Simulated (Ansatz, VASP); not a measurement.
La2Cu2Se2O3: VASP beside Ansatz

Contents of INCAR:

```
SYSTEM = La2Cu2Se2O3
PREC = Accurate
ENCUT = 520
EDIFF = 1E-6
ISMEAR = -1
SIGMA = 0.1
LREAL = .FALSE.
LASPH = .TRUE.
NELM = 100
ALGO = Normal
ISIF = 2
LWAVE = .FALSE.
LCHARG = .FALSE.
GGA = PE
NBANDS = 47
```

Contents of KPOINTS:

```
regular mesh
0
G
  9 9 9
  0 0 0
```

File POSCAR:

```
La2Cu2Se2O3
1.0
    0.0000000000      4.0946830000      0.0000000000
    4.0946830000      0.0000000000      0.0000000000
    2.0473410000      2.0473410000     -9.2684830000
La Cu O Se
2 2 3 2
Direct
    0.6834400000      0.6834400000      0.6331200000
    0.3165600000      0.3165600000      0.3668800000
    0.0000000000      0.5000000000      0.0000000000
    0.5000000000      0.0000000000      0.0000000000
    0.2500000000      0.7500000000      0.5000000000
    0.7500000000      0.2500000000      0.5000000000
    0.5000000000      0.5000000000      0.0000000000
    0.0951600000      0.0951600000      0.8096800000
    0.9048400000      0.9048400000      0.1903200000
```

Input for Ansatz:

```yaml
crystal:
  lattice:
    - [0.0, 4.094683, 0.0]
    - [4.094683, 0.0, 0.0]
    - [2.047341, 2.047341, -9.268483]
  atoms:
    - { symbol: La, position: [0.68344, 0.68344, 0.63312] }
    - { symbol: La, position: [0.31656, 0.31656, 0.36688] }
    - { symbol: Cu, position: [0.0, 0.5, 0.0] }
    - { symbol: Cu, position: [0.5, 0.0, 0.0] }
    - { symbol: O, position: [0.25, 0.75, 0.5] }
    - { symbol: O, position: [0.75, 0.25, 0.5] }
    - { symbol: O, position: [0.5, 0.5, 0.0] }
    - { symbol: Se, position: [0.09516, 0.09516, 0.80968] }
    - { symbol: Se, position: [0.90484, 0.90484, 0.19032] }
  symmetry: { tolerance: 0.0003 }
kpoints:
  mp_grid: { grid: [9, 9, 9], shift: [0, 0, 0] }
  band_path:
    path:
      - [0.0, 0.0, 0.0]
      - [0.5, 0.5, 0.5]
      - [0.5, 0.5, 0.25]
      - [0.0, 0.5, 0.0]
      - [0.0, 0.0, 0.0]
      - [0.0, 0.0, -0.5]
      - [0.0, 0.47560318, -0.26219841]
      - [0.0, 0.52439682, 0.26219841]
      - [0.0, 0.0, 0.0]
      - [0.5, 0.5, 0.5]
      - [0.47560318, 0.52439682, 0.5]
    npoints: 6
magnetization:
  spin_polarized: false
scf:
  occupations: { method: fermi_dirac }
  lower_state_search: "off"
  max_iter: 200
hamiltonian:
  pseudopotentials: { kind: paw }
  xc: pbe
basis:
  ecutwfc: 420
  fft_grid_basis: typed
output:
  forces: true
  stress: true
  eigenvalues: true
  populations: true
  elf: true
  write_potential: true
  volumetric_format: npy
  dos:
    e_range: [-12, 8]
    de: 0.05
    projected: { site_lists: { Cu: [Cu], La: [La], O: [O], Se: [Se] } }
checkpoint:
  read: saved_state
```

Alike in both runs: task single point; functional PBE; k mesh 9 × 9 × 9; no spin polarisation.

|  | VASP | Ansatz |
| --- | --- | --- |
| version | VASP 6.6.1 | Ansatz 0.2.0 |
| potentials or method | VASP PAW PBE potentials, release 64 (La, Cu, O, Se), cutoff 520 eV | PAW plane waves |
| occupations | fermi-dirac, width 0.1 eV | fermi-dirac |
| valence electrons in the cell | 74 | 110 |

|  | VASP | Ansatz | Ansatz less VASP |
| --- | --- | --- | --- |
| pressure (GPa) | -0.8 | -0.8 | -0.03 |
| traceless stress, the component that is largest in VASP (GPa) | -0.51 | -0.43 | +0.077 |
| rms of the force components (eV/Å) | 0.025 | 0.031 | +0.0062 |

Atom by atom the forces differ by 0.006 eV/Å (rms over components). VASP's potentials hold 74 valence electrons a cell and Ansatz's 110, so a difference there can come from the potentials and not from the codes.

Spin-orbit coupling is off throughout.
